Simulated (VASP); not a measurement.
Write the native input for VASP 6.6.1 that does the following.

```
Task                   : single point
Functional             : PBE
Potentials or basis    : VASP PAW PBE potentials, release 64 (P, B)
Cutoff                 : 420 eV
k mesh                 : 1 × 1 × 1, shifted
Occupations            : fermi-dirac, width 0.2482 eV
Spin                   : no spin polarisation
Dipole correction      : no
Mended                 : yes
Further INCAR settings : LREAL = Auto; ALGO = Normal; EDIFF = 1e-06; NBANDS = 62; ISYM = -1
```

The structure of B13P10 lies in POSCAR:

```
B13P10
1.0
    6.5660210000      0.0873340000     -0.1704000000
    0.0873340000      6.7396190000      0.1358200000
   -0.1704000000      0.1358200000      7.0462260000
P B
10 13
Direct
    0.6756096394      0.6650239725      0.3314394580
    0.9552993355      0.0806102511      0.3386063011
    0.9083774181      0.9067559321      0.6276046101
    0.6189845032      0.7492561365      0.8874224288
    0.5408258101      0.1052728620      0.5805664703
    0.2388813902      0.6471194259      0.4992943213
    0.2735079808      0.0173146244     -0.0040827405
    0.1107373458      0.7575555327      0.0049418584
    0.2137451660      0.4098037856      0.2672831706
    0.5861346800      0.3015672305      0.9757493569
    0.7586316988      0.4680197240      0.8406496474
    0.8764837411      0.5091938580      0.5286008595
    0.2708102910      0.4320111125      0.7346027965
   -0.1909314481      0.8503881522      0.1597235971
    0.1558706056      0.2410127264      0.8455473899
    0.8944341184      0.6323481305      0.7266824894
    0.3007636672      0.2690868660      0.5020773888
    0.4773665064      0.5217717745      1.1900582255
    0.4016903493      0.8495387123      0.6431565902
    0.3948186191      0.6165036475      1.0220896360
    0.2587473714      1.0742647704      0.6586239089
    0.0216213416      0.4373869973      0.8722942430
    0.9361608301      0.4221610888      0.3326272655
```

The input as run:

INCAR

```
SYSTEM = B13P10
ALGO = Normal ; EDIFF = 1E-6
ENCUT = 420 ; GGA = PE
GGA_COMPAT = .False. ; ISIF = 2
ISMEAR = -1 ; ISYM = -1
LASPH = .True. ; LCHARG = .True.
LELF = .True. ; LREAL = Auto
LVHAR = .True. ; LWAVE = .False.
NBANDS = 62 ; NELM = 120
PREC = Accurate ; SIGMA = 0.2482
```

KPOINTS

```
explicit points
1
Reciprocal
  0.25000000   0.25000000   0.25000000 1
```

Potentials or basis: VASP PAW PBE potentials, release 64 (P, B).

Command:

```sh
$ cat potpaw_PBE.64/P/POTCAR potpaw_PBE.64/B/POTCAR > POTCAR
$ mpirun -np 1 vasp_std > vasp.out
```

Results of the run:

The pressure is -3.2 GPa and the largest force is 8.202 eV/Å. The band gap on the k mesh is zero (an odd number of electrons rules out a gap without spin polarisation).

Caveat: the atoms stand as in a frame of molecular dynamics.

It took 37 s on 1 thread of Intel(R) Xeon(R) Platinum 8375C CPU @ 2.90GHz (Ice Lake), on a shared host, peak memory 0.3 GiB.
